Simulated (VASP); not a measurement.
# Ba3HfO (P4/mmm) in VASP: notebook

Ba3HfO is run at these levels: PBE; tasks: single point, relaxation of cell and atoms.

Everything below comes from runs of VASP 6.6.1. Logs are shortened: lines on timing, memory, paths and dates and some standing lists are left out, and cuts for length are marked.

### Step 1. The cell of the first run

The structure is tetragonal, space group P4/mmm (No. 123). The conventional cell has a = 7.548 Å, b = 7.548 Å, c = 3.976 Å, α = 90.00°, β = 90.00°, γ = 90.00°. Within 5.0 Å of Ba (site symmetry mmm) lie 4 Ba at 3.77 to 3.98 Å and 2 Hf at 3.77 Å and 4 O at 4.27 Å. Within 5.0 Å of Ba (site symmetry 4/mmm) lie 6 Ba at 3.77 to 3.98 Å. Hf (site symmetry 4/mmm) has 2 O at 1.99 Å within 2.6 Å. O (site symmetry 4/mmm) has 2 Hf at 1.99 Å within 2.6 Å.

### Step 2. Single point, PBE

The input, INCAR:

```
PREC = Accurate
ENCUT = 520
EDIFF = 1E-7
ISMEAR = 0
SIGMA = 0.1
LREAL = F
LASPH = T
NELM = 80
ALGO = Normal
ISIF = 2
LWAVE = F
LCHARG = F
GGA = PE
NBANDS = 31
```

The input, KPOINTS:

```
Automatic mesh
0
Gamma
  4 4 4
```

The input, POSCAR:

```
Ba3HfO
1.0
    7.5475546754      0.0000000000      0.0000000000
    0.0000000000      7.5475546754      0.0000000000
    0.0000000000      0.0000000000      3.9758191979
Ba Hf O
3 1 1
Direct
    0.0000000000      0.5000000000      0.0000000000
    0.5000000000      0.0000000000      0.0000000000
    0.5000000000      0.5000000000      0.0000000000
    0.0000000000      0.0000000000      0.0000000000
    0.0000000000      0.0000000000      0.5000000000
```

Potentials or basis: VASP PAW PBE potentials, release 64 (Ba_sv, Hf_pv, O).

Run with:

```bash
$ cat potpaw_PBE.64/Ba_sv/POTCAR potpaw_PBE.64/Hf_pv/POTCAR potpaw_PBE.64/O/POTCAR > POTCAR
$ mpirun -np 1 vasp_std > vasp.out
```

OUTCAR:

```text
PREC = Accurate
   ENCUT = 520
   EDIFF = 1E-7
   ISMEAR = 0
   LREAL = F
   LASPH = T
   NELM = 80
   ISIF = 2
   GGA = PE

 ion  position               nearest neighbor table
   1  0.000  0.500  0.000-   3 3.77   4 3.77   4 3.77   3 3.77
   2  0.500  0.000  0.000-   3 3.77   4 3.77   3 3.77   4 3.77
   3  0.500  0.500  0.000-   1 3.77   2 3.77   2 3.77   1 3.77
   4  0.000  0.000  0.000-   5 1.99   5 1.99   1 3.77   2 3.77   1 3.77   2 3.77
   5  0.000  0.000  0.500-   4 1.99   4 1.99

  LATTYP: Found a simple tetragonal cell.
 ALAT       =     7.5475546754
 C/A-ratio  =     0.5267691814

  Lattice vectors:

 A1 = (   7.5475546754,   0.0000000000,   0.0000000000)
 A2 = (   0.0000000000,   7.5475546754,   0.0000000000)
 A3 = (   0.0000000000,   0.0000000000,   3.9758191979)

Analysis of symmetry for initial positions (statically):
=====================================================================
 Subroutine PRICEL returns:
 Original cell was already a primitive cell.

 Routine SETGRP: Setting up the symmetry group for a
 simple tetragonal supercell.

 Subroutine GETGRP returns: Found 16 space group operations
 (whereof 16 operations were pure point group operations)
 out of a pool of 16 trial point group operations.

The static configuration has the point symmetry D_4h.

Analysis of symmetry for dynamics (positions and initial velocities):
=====================================================================
 Subroutine PRICEL returns:
 Original cell was already a primitive cell.

 Routine SETGRP: Setting up the symmetry group for a
 simple tetragonal supercell.

 Subroutine GETGRP returns: Found 16 space group operations
 (whereof 16 operations were pure point group operations)
 out of a pool of 16 trial point group operations.

The dynamic configuration has the point symmetry D_4h.

 Subroutine INISYM returns: Found 16 space group operations
 (whereof 16 operations are pure point group operations),
 and found     1 'primitive' translations

----------------------------------------------------------------------------------------

                                     Primitive cell

  volume of cell :     226.4849

  direct lattice vectors                    reciprocal lattice vectors
     7.547554675  0.000000000  0.000000000     0.132493244  0.000000000  0.000000000
     0.000000000  7.547554675  0.000000000     0.000000000  0.132493244  0.000000000
     0.000000000  0.000000000  3.975819198     0.000000000  0.000000000  0.251520492

  length of vectors
     7.547554675  7.547554675  3.975819198     0.132493244  0.132493244  0.251520492

  position of ions in fractional coordinates (direct lattice)
     0.000000000  0.500000000  0.000000000
     0.500000000  0.000000000  0.000000000
     0.500000000  0.500000000  0.000000000
     0.000000000  0.000000000  0.000000000
     0.000000000  0.000000000  0.500000000

  ion indices of the primitive-cell ions
   primitive index   ion index
                 1           1
                 2           2
                 3           3
                 4           4
                 5           5

----------------------------------------------------------------------------------------

 KPOINTS: Automatic mesh

Automatic generation of k-mesh.
 Grid dimensions read from file:
 generate k-points for:    4    4    4

 Generating k-lattice:

  Cartesian coordinates                     Fractional coordinates (reciprocal lattice)
     0.033123311  0.000000000  0.000000000     0.250000000  0.000000000  0.000000000
     0.000000000  0.033123311  0.000000000     0.000000000  0.250000000  0.000000000
     0.000000000  0.000000000  0.062880123     0.000000000  0.000000000  0.250000000

  Length of vectors
     0.033123311  0.033123311  0.062880123

  Shift w.r.t. Gamma in fractional coordinates (k-lattice)
     0.000000000  0.000000000  0.000000000

 Subroutine IBZKPT returns following result:
 ===========================================

 Found     18 irreducible k-points:

 Following reciprocal coordinates:
            Coordinates               Weight
  0.000000  0.000000  0.000000      1.000000
  0.250000  0.000000  0.000000      4.000000
  0.500000  0.000000  0.000000      2.000000
  0.250000  0.250000  0.000000      4.000000
  0.500000  0.250000  0.000000      4.000000
  0.500000  0.500000  0.000000      1.000000
[... 10 lines left out ...]
  0.500000  0.250000  0.500000      4.000000
  0.500000  0.500000  0.500000      1.000000
   k-points           NKPTS =     18   k-points in BZ     NKDIM =     18   number of bands    NBANDS=     31
   number of dos      NEDOS =    301   number of ions     NIONS =      5
   total plane-waves  NPLWV =  94080
   dimension x,y,z NGX =    56 NGY =   56 NGZ =   30
   dimension x,y,z NGXF=   112 NGYF=  112 NGZF=   60
   ions per type =               3   1   1
   NGX,Y,Z   is equivalent  to a cutoff of  12.33, 12.33, 12.54 a.u.
   NGXF,Y,Z  is equivalent  to a cutoff of  24.67, 24.67, 25.09 a.u.
 SYSTEM =  unknown system
   PREC   = accura    normal or accurate (medium, high low for compatibility)
   ISTART =      0    job   : 0-new  1-cont  2-samecut
   ICHARG =      2    charge: 1-file 2-atom 10-const
   ISPIN  =      1    spin polarized calculation?
   LNONCOLLINEAR =      F non collinear calculations
   LSORBIT =      F    spin-orbit coupling
   LASPH  =      T    aspherical Exc in radial PAW
   ENCUT  =  520.0 eV  38.22 Ry    6.18 a.u.  14.03 14.03  7.39*2*pi/ulx,y,z
   NELM   =     80;   NELMIN=  2; NELMDL= -5     # of ELM steps
   EDIFF  = 0.1E-06   stopping-criterion for ELM
   LREAL  =      F    real-space projection
   EDIFFG = 0.1E-05   stopping-criterion for IOM
   NSW    =      0    number of steps for IOM
   IBRION =     -1    ionic relax: 0-MD 1-quasi-New 2-CG
   NFREE  =      0    steps in history (QN), initial steepest desc. (CG)
   ISIF   =      2    stress and relaxation
   ISYM   =      2    0-nonsym 1-usesym 2-fastsym
   POTIM  = 0.5000    time-step for ionic-motion
   TEBEG  =    0.0;   TEEND  =   0.0 temperature during run
   PSTRESS=    0.0 pullay stress
   NELECT =      46.0000    total number of electrons
   NUPDOWN=      -1.0000    fix difference up-down
   EMIN   =  10.00;   EMAX   =-10.00  energy-range for DOS
   EFERMI =   0.00;   METHOD = LEGACY
   ISMEAR =     0;   SIGMA  =   0.10  broadening in eV -4-tet -1-fermi 0-gaus
   EFERMI_NEDOS =   21; number of points for ismear=-14 and -15
   IALGO  =     38    algorithm
   IMIX   =      4    mixing-type and parameters
     AMIX     =   0.40;   BMIX     =  1.00
     AMIX_MAG =   1.60;   BMIX_MAG =  1.00
  volume/ion in A,a.u.               =      45.30       305.68
  Fermi-wavevector in a.u.,A,eV,Ry     =   0.962309  1.818500 12.599511  0.926038
  Thomas-Fermi vector in A             =   2.091756
   LORBIT       =      0    0 simple, 1 ext, 2 COOP (PROOUT), +10 PAW based schemes
   GGA     = PE    functional components
   LHFCALC =     F    Hartree Fock is set to
   AEXX    =    0.0000 exact exchange contribution
   IVDW    =     0    specifies the selected vdW correction
   LEPSILON=     F    determine dielectric tensor
   LRPA    =     F    only Hartree local field effects (RPA)
 non-spin polarized calculation
 Gauss-broadening in eV      SIGMA  =   0.10
  energy-cutoff  :      520.00
  volume of cell :      226.48
 maximum number of plane-waves:      6140
   NGX = 29   NGY = 29   NGZ = 15

 number of electron      45.9999992 magnetization

 Free energy of the ion-electron system (eV)
  ---------------------------------------------------
  ext. energy  EPLUGINS =         0.00000000
  ---------------------------------------------------
  free energy    TOTEN  =       -22.20191089 eV

  energy without entropy =      -22.15969324  energy(sigma->0) =      -22.18080206

 E-fermi :   1.8783     XC(G=0):  -7.8109

 val. band max:        1.8735961949   @ k =   0.0000   0.0000   0.2500
 cond. band min:       1.8934618144   @ k =   0.2500   0.0000   0.2500
 fundamental gap:      0.0198656195
 Fermi energy:         1.8783313261

 k-point     1 :       0.0000    0.0000    0.0000
  band No.  band energies     occupation
      1     -29.9104      2.00000
      2     -29.9104      2.00000
      3     -29.7855      2.00000
      4     -27.2175      2.00000
      5     -27.1534      2.00000
      6     -27.0788      2.00000
[... 23 lines left out ...]
     30       3.2933      0.00000
     31       3.2933      0.00000

 k-point     2 :       0.2500    0.0000    0.0000
  band No.  band energies     occupation
      1     -29.9106      2.00000
      2     -29.9104      2.00000
      3     -29.7855      2.00000
      4     -27.2081      2.00000
      5     -27.1538      2.00000
      6     -27.0879      2.00000
[... 23 lines left out ...]
     30       3.3062      0.00000
     31       3.3874      0.00000

 k-point     3 :       0.5000    0.0000    0.0000
  band No.  band energies     occupation
      1     -29.9107      2.00000
      2     -29.9104      2.00000
      3     -29.7855      2.00000
      4     -27.1966      2.00000
      5     -27.1549      2.00000
      6     -27.0984      2.00000
[... 23 lines left out ...]
     30       3.3195      0.00000
     31       3.4965      0.00000

 k-point     4 :       0.2500    0.2500    0.0000
  band No.  band energies     occupation
      1     -29.9106      2.00000
      2     -29.9106      2.00000
      3     -29.7855      2.00000
      4     -27.1973      2.00000
      5     -27.1538      2.00000
      6     -27.0989      2.00000
[... 431 lines left out ...]
     30       3.3247      0.00000
     31       3.5532      0.00000

 k-point    17 :       0.5000    0.2500    0.5000
  band No.  band energies     occupation
      1     -29.9873      2.00000
      2     -29.9043      2.00000
      3     -29.9041      2.00000
      4     -27.1278      2.00000
      5     -27.0998      2.00000
      6     -27.0595      2.00000
[... 23 lines left out ...]
     30       3.2201      0.00000
     31       3.5487      0.00000

 k-point    18 :       0.5000    0.5000    0.5000
  band No.  band energies     occupation
      1     -29.9873      2.00000
      2     -29.9043      2.00000
      3     -29.9043      2.00000
      4     -27.0995      2.00000
      5     -27.0995      2.00000
      6     -27.0882      2.00000
[... 23 lines left out ...]
     30       3.2363      0.00000
     31       4.0732      0.00000

------------------------ aborting loop because EDIFF is reached ----------------------------------------

  FORCE on cell =-STRESS in cart. coord.  units (eV):
  Direction    XX          YY          ZZ          XY          YZ          ZX
  --------------------------------------------------------------------------------------
  -------------------------------------------------------------------------------------
  Total        0.2926304      0.2926304     -0.4948075      0.0000000     -0.0000000      0.0000000
  in kB        2.0700981      2.0700981     -3.5003197      0.0000000     -0.0000000      0.0000000
  external PRESSURE =       0.2132922 kB  Pullay stress =       0.0000000 kB

 VOLUME and BASIS-vectors are now :
 -----------------------------------------------------------------------------
  energy-cutoff  :      520.00
  volume of cell :      226.48
      direct lattice vectors                 reciprocal lattice vectors
     7.547554675  0.000000000  0.000000000     0.132493244  0.000000000  0.000000000
     0.000000000  7.547554675  0.000000000     0.000000000  0.132493244  0.000000000
     0.000000000  0.000000000  3.975819198     0.000000000  0.000000000  0.251520492

 POSITION                                       TOTAL-FORCE (eV/Angst)
 -----------------------------------------------------------------------------------
      0.00000      3.77378      0.00000         0.000000      0.000000      0.000000
      3.77378      0.00000      0.00000         0.000000      0.000000      0.000000
      3.77378      3.77378      0.00000         0.000000      0.000000      0.000000
      0.00000      0.00000      0.00000         0.000000      0.000000      0.000000
      0.00000      0.00000      1.98791         0.000000      0.000000      0.000000
 -----------------------------------------------------------------------------------
    total drift:                               -0.000000      0.000000      0.000000

  FREE ENERGIE OF THE ION-ELECTRON SYSTEM (eV)
  ---------------------------------------------------
  free  energy   TOTEN  =       -22.2019108887 eV

  energy  without entropy=      -22.1596932376  energy(sigma->0) =      -22.18080206
```

Run time: 59 s. Hardware: 1 thread of Intel Xeon 6975P-C (Granite Rapids), shared host; peak memory 0.36 GiB.

Results:

* Free energy: -22.2019 eV
* Pressure: 0.0 GPa
* Band gap on the k mesh: zero (band 23 reaches 2.06 eV, above the bottom of band 24 at 1.61 eV)

Caveat: the k points lie up to 0.40 Å⁻¹ apart; spin-orbit coupling is left out, which moves the levels of the heavy elements.

### Step 3. Single point, PBE

This run uses another cell than the first one, of 30.81 Å³/atom, 0.680 times its volume.

The input, INCAR:

```
PREC = Accurate ; ENCUT = 520
EDIFF = 1E-6 ; ISMEAR = 0
SIGMA = 0.1 ; LREAL = F
LASPH = T ; NELM = 100
ALGO = Normal ; ISIF = 2
LWAVE = F ; LCHARG = F
GGA = PE ; NBANDS = 31
```

The input, KPOINTS:

```
regular mesh
0
Gamma
  4 4 4
```

POSCAR, as its differences from that of step 2:

```diff
@@ -2,5 +2,5 @@
 1.0
-    7.5475546754      0.0000000000      0.0000000000
-    0.0000000000      7.5475546754      0.0000000000
-    0.0000000000      0.0000000000      3.9758191979
+    6.1475366400      0.0000000000      0.0000000000
+    0.0000000000      6.1475366400      0.0000000000
+    0.0000000000      0.0000000000      4.0762726600
 Ba Hf O
```

Potentials or basis: VASP PAW PBE potentials, release 64 (Ba_sv, Hf_pv, O).

Run with:

```bash
$ cat potpaw_PBE.64/Ba_sv/POTCAR potpaw_PBE.64/Hf_pv/POTCAR potpaw_PBE.64/O/POTCAR > POTCAR
$ mpirun -np 1 vasp_std > vasp.out
```

It took 35 s on 1 thread of Intel Xeon 6975P-C (Granite Rapids), shared host; peak memory 0.29 GiB.

The run converged. Its results:

```yaml
Free_energy: -19.5909 eV
Pressure: 7.8 GPa
Band_gap_on_the_k_mesh: zero (band 23 reaches 4.07 eV, above the bottom of band 24 at 2.83 eV)
```

Stress tensor (GPa, compression positive):
```
13.93  0.00  0.00
 0.00 13.93  0.00
 0.00  0.00 -4.39
```

Levels at points of the mesh, in eV from the Fermi level:
```csv
k point,band 21,band 22,band 23,band 24,band 25,band 26
"(0.00, 0.00, 0.00)",-2.70,-1.27,-0.89,0.29,0.29,0.52
"(0.50, 0.00, 0.00)",-0.98,-0.86,-0.58,0.00,0.21,0.59
"(0.50, 0.50, 0.00)",0.07,0.07,0.09,0.68,0.71,0.71
"(0.00, 0.00, 0.50)",-2.28,-1.17,-1.17,-0.74,0.75,0.81
"(0.50, 0.00, 0.50)",-1.23,-0.46,-0.25,-0.19,0.35,0.58
"(0.50, 0.50, 0.50)",-0.01,0.50,0.50,0.65,0.65,0.68
```

Caveat: the k points lie up to 0.39 Å⁻¹ apart; spin-orbit coupling is left out, which moves the levels of the heavy elements.

(Continued in part 2 of 2.)
